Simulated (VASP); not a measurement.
# B (Fmmm) in VASP: single point with PBEsol

Aim: the single point of B with PBEsol.

Program: VASP 6.6.1. These are calculated values, not measurements. Logs are shortened: lines on timing, memory, paths and dates and some standing lists are left out, and cuts for length are marked.

## Step 1: The cell of the first run

Symmetry: Fmmm, No. 69, orthorhombic system. The conventional cell has a = 1.712 Å, b = 2.965 Å, c = 7.948 Å, α = 90.00°, β = 90.00°, γ = 90.00°. B (site symmetry mmm) has 6 B at 1.71 Å within 2.3 Å.

## Step 2: Single point, PBEsol

File INCAR:

```
ALGO     = Normal         # electronic algorithm
EDIFF    = 1E-6           # SCF threshold, eV
ENCUT    = 500            # plane-wave cutoff, eV
GGA      = PS             # functional
GGA_COMPAT= F            
ISIF     = 2              # what is computed and relaxed
ISMEAR   = 0              # smearing method
LASPH    = T              # aspherical terms in the spheres
LCHARG   = F              # write CHGCAR
LREAL    = F              # projectors in reciprocal space
LWAVE    = F              # write WAVECAR
NBANDS   = 8              # bands
NELM     = 120            # most SCF steps
PREC     = Accurate       # precision mode
SIGMA    = 0.1            # smearing width, eV
```

File KPOINTS:

```
k-points
0
Gamma
  38 38 38
```

File POSCAR:

```
B
1.0
    0.0000000000      1.4823515177      3.9739900904
    0.8558212389      0.0000000000      3.9739900904
    0.8558212389      1.4823515177      0.0000000000
B
1
Direct
    0.5000000000      0.5000000000      0.5000000000
```

Potentials or basis: VASP PAW PBE potentials, release 64 (B).

Run with:

```bash
> cat potpaw_PBE.64/B/POTCAR > POTCAR
> mpirun -np 1 vasp_std > vasp.out
```

OUTCAR:

```text
EDIFF = 1E-6
   ENCUT = 500
   GGA = PS
   ISIF = 2
   ISMEAR = 0
   LASPH = T
   LREAL = F
   NELM = 120
   PREC = Accurate

 ion  position               nearest neighbor table
   1  0.500  0.500  0.500-

  LATTYP: Found a face centered orthorhombic cell.
 ALAT       =     1.7116424778
 B/A-ratio  =     1.7320807785
 C/A-ratio  =     4.6434815003

  Lattice vectors:

 A1 = (   0.0000000000,   1.4823515177,   3.9739900904)
 A2 = (   0.8558212389,   0.0000000000,   3.9739900904)
 A3 = (   0.8558212389,   1.4823515177,   0.0000000000)

Analysis of symmetry for initial positions (statically):
=====================================================================
 Subroutine PRICEL returns:
 Original cell was already a primitive cell.

 Routine SETGRP: Setting up the symmetry group for a
 face centered orthorhombic supercell.

 Subroutine GETGRP returns: Found  8 space group operations
 (whereof  8 operations were pure point group operations)
 out of a pool of  8 trial point group operations.

The static configuration has the point symmetry D_2h.

Analysis of symmetry for dynamics (positions and initial velocities):
=====================================================================
 Subroutine PRICEL returns:
 Original cell was already a primitive cell.

 Routine SETGRP: Setting up the symmetry group for a
 face centered orthorhombic supercell.

 Subroutine GETGRP returns: Found  8 space group operations
 (whereof  8 operations were pure point group operations)
 out of a pool of  8 trial point group operations.

The dynamic configuration has the point symmetry D_2h.

 Subroutine INISYM returns: Found  8 space group operations
 (whereof  8 operations are pure point group operations),
 and found     1 'primitive' translations

----------------------------------------------------------------------------------------

                                     Primitive cell

  volume of cell :      10.0830

  direct lattice vectors                    reciprocal lattice vectors
     0.000000000  1.482351518  3.973990090    -0.584234157  0.337301911  0.125818130
     0.855821239  0.000000000  3.973990090     0.584234157 -0.337301911  0.125818130
     0.855821239  1.482351518  0.000000000     0.584234157  0.337301911 -0.125818130

  length of vectors
     4.241457681  4.065098674  1.711664691     0.686245096  0.686245096  0.686245096

  position of ions in fractional coordinates (direct lattice)
     0.500000000  0.500000000  0.500000000

  ion indices of the primitive-cell ions
   primitive index   ion index
                 1           1

----------------------------------------------------------------------------------------

 KPOINTS: k-points

Automatic generation of k-mesh.
 Grid dimensions read from file:
 generate k-points for:   38   38   38

 Generating k-lattice:

  Cartesian coordinates                     Fractional coordinates (reciprocal lattice)
    -0.015374583  0.008876366  0.003311003     0.026315789 -0.000000000  0.000000000
     0.015374583 -0.008876366  0.003311003    -0.000000000  0.026315789 -0.000000000
     0.015374583  0.008876366 -0.003311003     0.000000000  0.000000000  0.026315789

  Length of vectors
     0.018059081  0.018059081  0.018059081

  Shift w.r.t. Gamma in fractional coordinates (k-lattice)
     0.000000000  0.000000000  0.000000000

 Subroutine IBZKPT returns following result:
 ===========================================

 Found   7430 irreducible k-points:

 Following reciprocal coordinates:
            Coordinates               Weight
  0.000000  0.000000  0.000000      1.000000
  0.026316 -0.000000  0.000000      8.000000
  0.052632 -0.000000  0.000000      8.000000
  0.078947 -0.000000  0.000000      8.000000
  0.105263 -0.000000  0.000000      8.000000
  0.131579  0.000000  0.000000      8.000000
[... 16 lines left out ...]
  0.078947  0.026316  0.000000      8.000000
  0.105263  0.026316  0.000000      8.000000
 [... further k-points ...]
   k-points           NKPTS =   7430   k-points in BZ     NKDIM =   7430   number of bands    NBANDS=      8
   number of dos      NEDOS =    301   number of ions     NIONS =      1
   total plane-waves  NPLWV =  11520
   dimension x,y,z NGX =    32 NGY =   30 NGZ =   12
   dimension x,y,z NGXF=    64 NGYF=   60 NGZF=   24
   ions per type =               1
   NGX,Y,Z   is equivalent  to a cutoff of  12.54, 12.27, 11.66 a.u.
   NGXF,Y,Z  is equivalent  to a cutoff of  25.09, 24.54, 23.31 a.u.
 SYSTEM =  unknown system
   PREC   = accura    normal or accurate (medium, high low for compatibility)
   ISTART =      0    job   : 0-new  1-cont  2-samecut
   ICHARG =      2    charge: 1-file 2-atom 10-const
   ISPIN  =      1    spin polarized calculation?
   LNONCOLLINEAR =      F non collinear calculations
   LSORBIT =      F    spin-orbit coupling
   LASPH  =      T    aspherical Exc in radial PAW
   ENCUT  =  500.0 eV  36.75 Ry    6.06 a.u.   7.73  7.41  3.12*2*pi/ulx,y,z
   NELM   =    120;   NELMIN=  2; NELMDL= -5     # of ELM steps
   EDIFF  = 0.1E-05   stopping-criterion for ELM
   LREAL  =      F    real-space projection
[... 7 lines left out ...]
   TEBEG  =    0.0;   TEEND  =   0.0 temperature during run
   PSTRESS=    0.0 pullay stress
   NELECT =       3.0000    total number of electrons
   NUPDOWN=      -1.0000    fix difference up-down
   EMIN   =  10.00;   EMAX   =-10.00  energy-range for DOS
   EFERMI =   0.00;   METHOD = LEGACY
   ISMEAR =     0;   SIGMA  =   0.10  broadening in eV -4-tet -1-fermi 0-gaus
   EFERMI_NEDOS =   21; number of points for ismear=-14 and -15
   IALGO  =     38    algorithm
   IMIX   =      4    mixing-type and parameters
     AMIX     =   0.40;   BMIX     =  1.00
     AMIX_MAG =   1.60;   BMIX_MAG =  1.00
  volume/ion in A,a.u.               =      10.08        68.04
  Fermi-wavevector in a.u.,A,eV,Ry     =   1.092911  2.065303 16.251547  1.194455
  Thomas-Fermi vector in A             =   2.229186
   LORBIT       =      0    0 simple, 1 ext, 2 COOP (PROOUT), +10 PAW based schemes
   GGA     = PS    functional components
   LHFCALC =     F    Hartree Fock is set to
   AEXX    =    0.0000 exact exchange contribution
   IVDW    =     0    specifies the selected vdW correction
   LEPSILON=     F    determine dielectric tensor
   LRPA    =     F    only Hartree local field effects (RPA)
 non-spin polarized calculation
 Gauss-broadening in eV      SIGMA  =   0.10
  energy-cutoff  :      500.00
  volume of cell :       10.08
 maximum number of plane-waves:       272
   NGX = 15   NGY = 15   NGZ =  7

 number of electron       3.0000000 magnetization

 Free energy of the ion-electron system (eV)
  ---------------------------------------------------
  ext. energy  EPLUGINS =         0.00000000
  ---------------------------------------------------
  free energy    TOTEN  =        -6.30064870 eV

  energy without entropy =       -6.29931880  energy(sigma->0) =       -6.29998375

 E-fermi :   4.4253     XC(G=0):  -9.6406

 val. band max:        4.4248224739   @ k =   0.2632  -0.4474   0.1053
 cond. band min:       4.4255420635   @ k =   0.3684  -0.2105   0.3421
 fundamental gap:      0.0007195896
 Fermi energy:         4.4253188254

 k-point     1 :       0.0000    0.0000    0.0000
  band No.  band energies     occupation
      1     -12.6007      2.00000
      2      -2.6609      2.00000
      3       6.2658      0.00000
      4      25.5539      0.00000
      5      28.9602      0.00000
      6      28.9626      0.00000
      7      30.7680      0.00000
      8      50.1908      0.00000

 k-point     2 :       0.0263   -0.0000    0.0000
  band No.  band energies     occupation
      1     -12.5688      2.00000
      2      -2.6181      2.00000
      3       6.3128      0.00000
      4      25.5582      0.00000
      5      28.6778      0.00000
      6      28.8566      0.00000
      7      31.0133      0.00000
      8      49.1854      0.00000

 k-point     3 :       0.0526   -0.0000    0.0000
  band No.  band energies     occupation
      1     -12.4732      2.00000
      2      -2.4897      2.00000
      3       6.4536      0.00000
      4      25.5637      0.00000
      5      28.0417      0.00000
      6      28.5561      0.00000
      7      31.5339      0.00000
      8      47.4455      0.00000

 k-point     4 :       0.0789   -0.0000    0.0000
  band No.  band energies     occupation
      1     -12.3140      2.00000
      2      -2.2759      2.00000
      3       6.6879      0.00000
      4      25.5308      0.00000
      5      27.2684      0.00000
      6      28.0908      0.00000
      7      32.1349      0.00000
      8      45.8199      0.00000

 k-point     5 :       0.1053   -0.0000    0.0000
  band No.  band energies     occupation
      1     -12.0917      2.00000
      2      -1.9765      2.00000
      3       7.0145      0.00000
      4      25.2777      0.00000
      5      26.5765      0.00000
      6      27.5020      0.00000
      7      32.7573      0.00000
      8      44.4848      0.00000
[... 177 lines left out ...]
 k-point    22 :       0.0526    0.0263   -0.0000
  band No.  band energies     occupation
      1     -12.5667      2.00000
      2      -2.6376      2.00000
      3       6.3616      0.00000
      4      25.2959      0.00000
      5      28.7064      0.00000
      6      28.8566      0.00000
      7      31.2685      0.00000
      8      49.1849      0.00000

 k-point    23 :       0.0789    0.0263    0.0000
  band No.  band energies     occupation
      1     -12.4701      2.00000
      2      -2.5187      2.00000
      3       6.5266      0.00000
      4      25.1765      0.00000
      5      28.1320      0.00000
      6      28.5561      0.00000
      7      31.8619      0.00000
      8      47.4445      0.00000

 k-point    24 :       0.1053    0.0263    0.0000
  band No.  band energies     occupation
      1     -12.3100      2.00000
      2      -2.3139      2.00000
      3       6.7847      0.00000
      4      25.0276      0.00000
      5      27.4187      0.00000
      6      28.0908      0.00000
      7      32.5275      0.00000
      8      45.8184      0.00000

 [... further k-points ...]

------------------------ aborting loop because EDIFF is reached ----------------------------------------

  FORCE on cell =-STRESS in cart. coord.  units (eV):
  Direction    XX          YY          ZZ          XY          YZ          ZX
  --------------------------------------------------------------------------------------
  -------------------------------------------------------------------------------------
  Total       -0.0802451     -0.0806019     -0.0836869     -0.0000000      0.0000000      0.0000000
  in kB      -12.7508169    -12.8075106    -13.2977112     -0.0000000      0.0000000      0.0000000
  external PRESSURE =     -12.9520129 kB  Pullay stress =       0.0000000 kB

 VOLUME and BASIS-vectors are now :
 -----------------------------------------------------------------------------
  energy-cutoff  :      500.00
  volume of cell :       10.08
      direct lattice vectors                 reciprocal lattice vectors
     0.000000000  1.482351518  3.973990090    -0.584234157  0.337301911  0.125818130
     0.855821239  0.000000000  3.973990090     0.584234157 -0.337301911  0.125818130
     0.855821239  1.482351518  0.000000000     0.584234157  0.337301911 -0.125818130

 POSITION                                       TOTAL-FORCE (eV/Angst)
 -----------------------------------------------------------------------------------
      0.85582      1.48235      3.97399         0.000000      0.000000      0.000000
 -----------------------------------------------------------------------------------
    total drift:                                0.000000      0.000000     -0.000000

  FREE ENERGIE OF THE ION-ELECTRON SYSTEM (eV)
  ---------------------------------------------------
  free  energy   TOTEN  =        -6.3006487016 eV

  energy  without entropy=       -6.2993187985  energy(sigma->0) =       -6.29998375
```

It took 7.9 min on 1 thread of Oxide Virtual Turin-like, shared host; peak memory 0.53 GiB.

Results:

- Free energy: -6.3006 eV
- Pressure: -1.3 GPa
- Band gap on the k mesh: zero (an odd number of electrons rules out a gap without spin polarisation)

Caveat: the PAW data sets were made with another functional, which shifts forces and pressure a little; an odd number of electrons without spin polarisation forces a metal; a magnetic or distorted state may lie lower.
